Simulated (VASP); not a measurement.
# CdSe: electric field gradients with PBE

CdSe:

```xyz
2
Lattice="0.0000 3.1107 3.1107 3.1107 0.0000 3.1107 3.1107 3.1107 0.0000" Properties=species:S:1:pos:R:3 pbc="T T T"
Cd    0.0000    0.0000    0.0000
Se    1.5553    1.5553    1.5553
```

This cell differs from its parent crystal: volume scaled by 1.04.

| Quantity | Value |
| --- | --- |
| Program | VASP 6.6.1 |
| Task | electric field gradients |
| Functional | PBE |
| Potentials or basis | VASP PAW PBE potentials, release 64 (Cd, Se) |
| Cutoff | 520 eV |
| k mesh | 8 × 8 × 8 |
| Occupations | fermi-dirac, width 0.03 eV |
| Spin | no spin polarisation |
| Dipole correction | no |
| Further INCAR settings | ALGO = Normal; EDIFF = 1e-08; NBANDS = 16 |

```
Pressure               : -0.3 GPa
Band gap on the k mesh : 0.47 eV, direct
```

Levels at points of the mesh, in eV from the valence-band top:
| k point | band 5 | band 6 | band 7 | band 8 | band 9 | band 10 | band 11 | band 12 | band 13 | band 14 |
| --- | --- | --- | --- | --- | --- | --- | --- | --- | --- | --- |
| (0.00, 0.00, 0.00) | -7.42 | -7.42 | 0.00 | 0.00 | 0.00 | 0.47 | 5.92 | 5.92 | 5.92 | 9.51 |
| (0.50, 0.00, 0.00) | -7.40 | -7.18 | -4.01 | -0.66 | -0.66 | 2.30 | 6.42 | 6.42 | 7.22 | 9.86 |
| (0.50, 0.50, 0.00) | -7.38 | -7.12 | -3.78 | -1.63 | -1.63 | 3.26 | 3.68 | 8.81 | 9.81 | 9.81 |

Run time: 26 s on 1 thread of AMD EPYC 9R45 96-Core Processor (Zen 5), on a shared host, peak memory 0.18 GiB.

Caveat: without QUAD_EFG the Cq values of the log hold for a quadrupole moment of 1 mb, not for the nuclei.
